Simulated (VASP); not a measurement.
# Mg3TiAs3 (Pm-3m) in VASP: further runs

The runs below take Mg3TiAs3 through single point, with PBE.

Everything below comes from runs of VASP 6.6.1. Logs are shortened: lines on timing, memory, paths and dates and some standing lists are left out, and cuts for length are marked.

## Step 1: The cell of the first run

Symmetry: Pm-3m, No. 221, cubic system. Conventional cell: a = 5.515 Å, b = 5.515 Å, c = 5.515 Å, α = 90.00°, β = 90.00°, γ = 90.00°. Within 3.6 Å of Mg (site symmetry 4/mmm) lie 2 Ti at 2.76 Å and 4 As at 2.76 Å. Ti (site symmetry m-3m) has 6 Mg at 2.76 Å within 3.6 Å. As (site symmetry 4/mmm) has 4 Mg at 2.76 Å within 3.6 Å.

## Step 2: Single point, PBE, collinear spin, ferromagnetic start

File INCAR:

```
PREC = Accurate
ENCUT = 520
EDIFF = 1E-6
ISMEAR = 0
SIGMA = 0.1
LREAL = F
LASPH = T
NELM = 150
ALGO = Normal
ISIF = 2
LWAVE = F
LCHARG = T
ISPIN = 2
MAGMOM = 0 0 0 2 0 0 0
LORBIT = 11
LMAXMIX = 4
GGA = PE
LELF = T
LVHAR = T
NBANDS = 30
```

File KPOINTS:

```
regular mesh
0
Gamma
  8 8 8
```

File POSCAR:

```
Mg3TiAs3
1.0
    5.5151052055      0.0000000000      0.0000000000
    0.0000000000      5.5151052055      0.0000000000
    0.0000000000      0.0000000000      5.5151052055
Mg Ti As
3 1 3
Direct
    0.5000000000      0.5000000000      0.0000000000
    0.0000000000      0.5000000000      0.5000000000
    0.5000000000      0.0000000000      0.5000000000
    0.5000000000      0.5000000000      0.5000000000
    0.5000000000      0.0000000000      0.0000000000
    0.0000000000      0.5000000000      0.0000000000
    0.0000000000      0.0000000000      0.5000000000
```

Potentials or basis: VASP PAW PBE potentials, release 64 (Mg, Ti_sv, As).

Command:

```bash
$ cat potpaw_PBE.64/Mg/POTCAR potpaw_PBE.64/Ti_sv/POTCAR potpaw_PBE.64/As/POTCAR > POTCAR
$ mpirun -np 1 vasp_std > vasp.out
```

OUTCAR:

```text
PREC = Accurate
   ENCUT = 520
   EDIFF = 1E-6
   ISMEAR = 0
   LREAL = F
   LASPH = T
   NELM = 150
   ISIF = 2
   ISPIN = 2
   LORBIT = 11
   GGA = PE

 ion  position               nearest neighbor table
   1  0.500  0.500  0.000-   4 2.76   5 2.76   6 2.76   4 2.76   5 2.76   6 2.76
   2  0.000  0.500  0.500-   4 2.76   6 2.76   7 2.76   6 2.76   7 2.76   4 2.76
   3  0.500  0.000  0.500-   4 2.76   5 2.76   7 2.76   5 2.76   4 2.76   7 2.76
   4  0.500  0.500  0.500-   1 2.76   2 2.76   3 2.76   1 2.76   3 2.76   2 2.76
   5  0.500  0.000  0.000-   1 2.76   3 2.76   3 2.76   1 2.76
   6  0.000  0.500  0.000-   1 2.76   2 2.76   2 2.76   1 2.76
   7  0.000  0.000  0.500-   2 2.76   3 2.76   2 2.76   3 2.76

  LATTYP: Found a simple cubic cell.
 ALAT       =     5.5151052055

  Lattice vectors:

 A1 = (   5.5151052055,   0.0000000000,   0.0000000000)
 A2 = (   0.0000000000,   5.5151052055,   0.0000000000)
 A3 = (   0.0000000000,   0.0000000000,   5.5151052055)

Analysis of symmetry for initial positions (statically):
=====================================================================
 Subroutine PRICEL returns:
 Original cell was already a primitive cell.

 Routine SETGRP: Setting up the symmetry group for a
 simple cubic supercell.

 Subroutine GETGRP returns: Found 48 space group operations
 (whereof 48 operations were pure point group operations)
 out of a pool of 48 trial point group operations.

The static configuration has the point symmetry O_h .

Analysis of symmetry for dynamics (positions and initial velocities):
=====================================================================
 Subroutine PRICEL returns:
 Original cell was already a primitive cell.

 Routine SETGRP: Setting up the symmetry group for a
 simple cubic supercell.

 Subroutine GETGRP returns: Found 48 space group operations
 (whereof 48 operations were pure point group operations)
 out of a pool of 48 trial point group operations.

The dynamic configuration has the point symmetry O_h .

Analysis of structural, dynamic, and magnetic symmetry:
=====================================================================
 Subroutine PRICEL returns:
 Original cell was already a primitive cell.

 Routine SETGRP: Setting up the symmetry group for a
 simple cubic supercell.

 Subroutine GETGRP returns: Found 48 space group operations
 (whereof 48 operations were pure point group operations)
 out of a pool of 48 trial point group operations.

The overall configuration has the point symmetry O_h .

 Subroutine INISYM returns: Found 48 space group operations
 (whereof 48 operations are pure point group operations),
 and found     1 'primitive' translations

----------------------------------------------------------------------------------------

                                     Primitive cell

  volume of cell :     167.7496

  direct lattice vectors                    reciprocal lattice vectors
     5.515105206  0.000000000  0.000000000     0.181320204  0.000000000  0.000000000
     0.000000000  5.515105206  0.000000000     0.000000000  0.181320204  0.000000000
     0.000000000  0.000000000  5.515105206     0.000000000  0.000000000  0.181320204

  length of vectors
     5.515105206  5.515105206  5.515105206     0.181320204  0.181320204  0.181320204

  position of ions in fractional coordinates (direct lattice)
     0.500000000  0.500000000  0.000000000
     0.000000000  0.500000000  0.500000000
     0.500000000  0.000000000  0.500000000
     0.500000000  0.500000000  0.500000000
     0.500000000  0.000000000  0.000000000
     0.000000000  0.500000000  0.000000000
     0.000000000  0.000000000  0.500000000

  ion indices of the primitive-cell ions
   primitive index   ion index
                 1           1
                 2           2
                 3           3
                 4           4
                 5           5
                 6           6
                 7           7

----------------------------------------------------------------------------------------

 KPOINTS: regular mesh

Automatic generation of k-mesh.
 Grid dimensions read from file:
 generate k-points for:    8    8    8

 Generating k-lattice:

  Cartesian coordinates                     Fractional coordinates (reciprocal lattice)
     0.022665025  0.000000000  0.000000000     0.125000000  0.000000000  0.000000000
     0.000000000  0.022665025  0.000000000     0.000000000  0.125000000  0.000000000
     0.000000000  0.000000000  0.022665025     0.000000000  0.000000000  0.125000000

  Length of vectors
     0.022665025  0.022665025  0.022665025

  Shift w.r.t. Gamma in fractional coordinates (k-lattice)
     0.000000000  0.000000000  0.000000000

 Subroutine IBZKPT returns following result:
 ===========================================

 Found     35 irreducible k-points:

 Following reciprocal coordinates:
            Coordinates               Weight
  0.000000  0.000000  0.000000      1.000000
  0.125000  0.000000  0.000000      6.000000
  0.250000  0.000000  0.000000      6.000000
  0.375000  0.000000  0.000000      6.000000
  0.500000  0.000000  0.000000      3.000000
  0.125000  0.125000  0.000000     12.000000
[... 16 lines left out ...]
  0.375000  0.375000  0.125000     24.000000
  0.500000  0.375000  0.125000     24.000000
 [... further k-points ...]
   k-points           NKPTS =     35   k-points in BZ     NKDIM =     35   number of bands    NBANDS=     30
   number of dos      NEDOS =    301   number of ions     NIONS =      7
   total plane-waves  NPLWV =  74088
   dimension x,y,z NGX =    42 NGY =   42 NGZ =   42
   dimension x,y,z NGXF=    84 NGYF=   84 NGZF=   84
   ions per type =               3   1   3
   NGX,Y,Z   is equivalent  to a cutoff of  12.66, 12.66, 12.66 a.u.
   NGXF,Y,Z  is equivalent  to a cutoff of  25.32, 25.32, 25.32 a.u.
 SYSTEM =  unknown system
   PREC   = accura    normal or accurate (medium, high low for compatibility)
   ISTART =      0    job   : 0-new  1-cont  2-samecut
   ICHARG =      2    charge: 1-file 2-atom 10-const
   ISPIN  =      2    spin polarized calculation?
   LNONCOLLINEAR =      F non collinear calculations
   LSORBIT =      F    spin-orbit coupling
   LASPH  =      T    aspherical Exc in radial PAW
   ENCUT  =  520.0 eV  38.22 Ry    6.18 a.u.  10.25 10.25 10.25*2*pi/ulx,y,z
   NELM   =    150;   NELMIN=  2; NELMDL= -5     # of ELM steps
   EDIFF  = 0.1E-05   stopping-criterion for ELM
   LREAL  =      F    real-space projection
   EDIFFG = 0.1E-04   stopping-criterion for IOM
   NSW    =      0    number of steps for IOM
   IBRION =     -1    ionic relax: 0-MD 1-quasi-New 2-CG
   NFREE  =      0    steps in history (QN), initial steepest desc. (CG)
   ISIF   =      2    stress and relaxation
   ISYM   =      2    0-nonsym 1-usesym 2-fastsym
   POTIM  = 0.5000    time-step for ionic-motion
   TEBEG  =    0.0;   TEEND  =   0.0 temperature during run
   PSTRESS=    0.0 pullay stress
   NELECT =      33.0000    total number of electrons
   NUPDOWN=      -1.0000    fix difference up-down
   EMIN   =  10.00;   EMAX   =-10.00  energy-range for DOS
   EFERMI =   0.00;   METHOD = LEGACY
   ISMEAR =     0;   SIGMA  =   0.10  broadening in eV -4-tet -1-fermi 0-gaus
   EFERMI_NEDOS =   21; number of points for ismear=-14 and -15
   IALGO  =     38    algorithm
   IMIX   =      4    mixing-type and parameters
     AMIX     =   0.40;   BMIX     =  1.00
     AMIX_MAG =   1.60;   BMIX_MAG =  1.00
  volume/ion in A,a.u.               =      23.96       161.72
  Fermi-wavevector in a.u.,A,eV,Ry     =   0.952121  1.799249 12.334161  0.906535
  Thomas-Fermi vector in A             =   2.080655
   LORBIT       =     11    0 simple, 1 ext, 2 COOP (PROOUT), +10 PAW based schemes
   GGA     = PE    functional components
   LHFCALC =     F    Hartree Fock is set to
   AEXX    =    0.0000 exact exchange contribution
   IVDW    =     0    specifies the selected vdW correction
   LEPSILON=     F    determine dielectric tensor
   LRPA    =     F    only Hartree local field effects (RPA)
 spin polarized calculation
 Gauss-broadening in eV      SIGMA  =   0.10
  energy-cutoff  :      520.00
  volume of cell :      167.75
 maximum number of plane-waves:      4632
 NGX is ok and might be reduce to    42
   NGX = 21   NGY = 21   NGZ = 21

 number of electron      32.9999989 magnetization       3.0068158

 Free energy of the ion-electron system (eV)
  ---------------------------------------------------
  ext. energy  EPLUGINS =         0.00000000
  ---------------------------------------------------
  free energy    TOTEN  =       -22.33697714 eV

  energy without entropy =      -22.28993673  energy(sigma->0) =      -22.31345694

 E-fermi :   3.1902     XC(G=0):  -8.9934

 val. band max:        3.1887793994   @ k =   0.3750   0.1250   0.1250
 cond. band min:       3.1936119198   @ k =   0.1250   0.1250   0.0000
 fundamental gap:      0.0048325203
 Fermi energy:         3.1901942360

 spin component 1

 k-point     1 :       0.0000    0.0000    0.0000
  band No.  band energies     occupation
      1     -54.3336      1.00000
      2     -30.6696      1.00000
      3     -30.6696      1.00000
      4     -30.6696      1.00000
      5      -8.0302      1.00000
      6      -6.5959      1.00000
[... 20 lines left out ...]
     27       6.5146      0.00000
     28       8.0705      0.00000

 k-point     2 :       0.1250    0.0000    0.0000
  band No.  band energies     occupation
      1     -54.3336      1.00000
      2     -30.6698      1.00000
      3     -30.6696      1.00000
      4     -30.6696      1.00000
      5      -7.9861      1.00000
      6      -6.6554      1.00000
[... 674 lines left out ...]
 k-point    24 :       0.5000    0.3750    0.1250
  band No.  band energies     occupation
      1     -54.3336      1.00000
      2     -30.6705      1.00000
      3     -30.6704      1.00000
      4     -30.6698      1.00000
      5      -7.2187      1.00000
      6      -7.0774      1.00000
[... 20 lines left out ...]
     27       7.9198      0.00000
     28       9.1511      0.00000

 [... further k-points ...]

 spin component 2

 k-point     1 :       0.0000    0.0000    0.0000
  band No.  band energies     occupation
      1     -52.6137      1.00000
      2     -28.9414      1.00000
      3     -28.9414      1.00000
      4     -28.9414      1.00000
      5      -8.0111      1.00000
      6      -6.6111      1.00000
[... 20 lines left out ...]
     27       7.3376      0.00000
     28       8.2309      0.00000

 k-point     2 :       0.1250    0.0000    0.0000
  band No.  band energies     occupation
      1     -52.6137      1.00000
      2     -28.9415      1.00000
      3     -28.9414      1.00000
      4     -28.9414      1.00000
      5      -7.9684      1.00000
      6      -6.6694      1.00000
[... 674 lines left out ...]
 k-point    24 :       0.5000    0.3750    0.1250
  band No.  band energies     occupation
      1     -52.6137      1.00000
      2     -28.9423      1.00000
      3     -28.9422      1.00000
      4     -28.9415      1.00000
      5      -7.2258      1.00000
      6      -7.0844      1.00000
[... 20 lines left out ...]
     27       8.0776      0.00000
     28       9.2859      0.00000

 [... further k-points ...]

 [bands above 28 left out]

------------------------ aborting loop because EDIFF is reached ----------------------------------------

  FORCE on cell =-STRESS in cart. coord.  units (eV):
  Direction    XX          YY          ZZ          XY          YZ          ZX
  --------------------------------------------------------------------------------------
  -------------------------------------------------------------------------------------
  Total       -0.0620998     -0.0620998     -0.0620998      0.0000000      0.0000000     -0.0000000
  in kB       -0.5931154     -0.5931154     -0.5931154      0.0000000      0.0000000     -0.0000000
  external PRESSURE =      -0.5931154 kB  Pullay stress =       0.0000000 kB

 VOLUME and BASIS-vectors are now :
 -----------------------------------------------------------------------------
  energy-cutoff  :      520.00
  volume of cell :      167.75
      direct lattice vectors                 reciprocal lattice vectors
     5.515105206  0.000000000  0.000000000     0.181320204  0.000000000  0.000000000
     0.000000000  5.515105206  0.000000000     0.000000000  0.181320204  0.000000000
     0.000000000  0.000000000  5.515105206     0.000000000  0.000000000  0.181320204

 POSITION                                       TOTAL-FORCE (eV/Angst)
 -----------------------------------------------------------------------------------
      2.75755      2.75755      0.00000         0.000000      0.000000      0.000000
      0.00000      2.75755      2.75755         0.000000      0.000000      0.000000
      2.75755      0.00000      2.75755         0.000000      0.000000      0.000000
      2.75755      2.75755      2.75755         0.000000      0.000000      0.000000
      2.75755      0.00000      0.00000         0.000000      0.000000      0.000000
      0.00000      2.75755      0.00000         0.000000      0.000000      0.000000
      0.00000      0.00000      2.75755         0.000000      0.000000      0.000000
 -----------------------------------------------------------------------------------
    total drift:                                0.000000      0.000000     -0.000000

  FREE ENERGIE OF THE ION-ELECTRON SYSTEM (eV)
  ---------------------------------------------------
  free  energy   TOTEN  =       -22.3369771446 eV

  energy  without entropy=      -22.2899367300  energy(sigma->0) =      -22.31345694

 total charge

# of ion       s       p       d       tot
------------------------------------------
    1        0.202   0.141   0.028   0.370
    2        0.202   0.141   0.028   0.370
    3        0.202   0.141   0.028   0.370
    4        2.222   6.004   2.065  10.291
    5        1.286   1.360   0.013   2.659
    6        1.286   1.360   0.013   2.659
    7        1.286   1.360   0.013   2.659
--------------------------------------------------
tot          6.684  10.506   2.187  19.378

 magnetization (x)

# of ion       s       p       d       tot
------------------------------------------
    1        0.015   0.020   0.005   0.040
    2        0.015   0.020   0.005   0.040
    3        0.015   0.020   0.005   0.040
    4        0.050   0.035   1.792   1.876
    5        0.008  -0.018   0.002  -0.008
    6        0.008  -0.018   0.002  -0.008
    7        0.008  -0.018   0.002  -0.008
--------------------------------------------------
tot          0.121   0.040   1.814   1.975
```

Run time: 4.6 min. Hardware: 1 thread of AMD EPYC 9R45 (Zen 5), shared host; peak memory 0.45 GiB.

Results:

| Item | Value |
| --- | --- |
| Free energy | -22.3370 eV |
| Pressure | -0.1 GPa |
| Band gap on the k mesh | zero (filled and empty bands overlap) |
| Net moment | 3.01 μB per cell |
| Site moments | Mg +0.04; Ti +1.88; As -0.01 μB |
| Valence electrons inside the program's atomic spheres | Mg 0.37; Ti 10.29; As 2.66 |

Levels at points of the mesh, in eV from the Fermi level:
Spin up:
```tsv
k point	band 16	band 17	band 18	band 19	band 20	band 21
(0.00, 0.00, 0.00)	-1.45	-0.28	-0.28	-0.28	0.33	0.33
(0.50, 0.00, 0.00)	-0.33	-0.23	-0.08	-0.08	0.12	0.72
(0.50, 0.50, 0.00)	-1.00	0.05	0.37	0.38	0.38	0.72
(0.50, 0.50, 0.50)	-0.12	-0.12	-0.09	-0.09	-0.09	0.92
```
Spin down:
| k point | band 11 | band 12 | band 13 | band 14 | band 15 | band 16 | band 17 | band 18 | band 19 | band 20 |
| --- | --- | --- | --- | --- | --- | --- | --- | --- | --- | --- |
| (0.00, 0.00, 0.00) | -1.95 | -1.58 | -1.58 | -1.58 | -0.14 | -0.14 | 0.45 | 0.45 | 0.45 | 0.95 |
| (0.50, 0.00, 0.00) | -2.83 | -2.48 | -2.48 | -0.87 | 0.05 | 0.05 | 0.25 | 0.88 | 1.04 | 1.44 |
| (0.50, 0.50, 0.00) | -2.44 | -2.44 | -2.06 | -0.95 | -0.43 | -0.06 | 0.85 | 1.15 | 1.33 | 1.60 |
| (0.50, 0.50, 0.50) | -3.15 | -1.94 | -0.16 | -0.16 | -0.16 | 0.97 | 0.97 | 1.13 | 1.13 | 1.16 |

(Part 1 of 2 ends here.)
